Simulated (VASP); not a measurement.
Crystal: Ge.

```xyz
2
Lattice="-2.5745 2.5745 1.3974 2.5745 -2.5745 1.3974 2.5745 2.5745 -1.3974" Properties=species:S:1:pos:R:3 pbc="T T T"
Ge    2.5745    0.0000    0.6987
Ge    0.0000    0.0000    1.3974
```

* Program: VASP 6.6.1
* Task: relaxation of volume and atoms at fixed shape
* Functional: LDA
* Potentials or basis: VASP PAW LDA potentials, release 64 (Ge_d)
* Cutoff: 600 eV
* k mesh: 12 × 12 × 12
* Occupations: fermi-dirac, width 0.15 eV
* Spin: no spin polarisation

At the start: pressure -2.5 GPa; volume 18.52 Å³/atom.

Task: Where does the relaxation end?

Result: Over 3 steps the energy falls by 4.2 meV/atom and the volume is 17.97 Å³/atom (-3.0 %); space group I4_1/amd (No. 141, to 0.05 Å).

The path:
```
step  energy change (eV)  largest force (eV/Å)  pressure (GPa)  volume (Å³)
   1              0.0000                0.0000           -2.47        37.05
   2             -0.0073                0.0000            0.75        35.54
   3             -0.0085                0.0000           -0.06        35.93
```

Final structure:
```xyz
2
Lattice="-2.5484 2.5484 1.3833 2.5484 -2.5484 1.3833 2.5484 2.5484 -1.3833" Properties=species:S:1:pos:R:3 pbc="T T T"
Ge    2.5484    0.0000    0.6916
Ge    0.0000    0.0000    1.3833
```
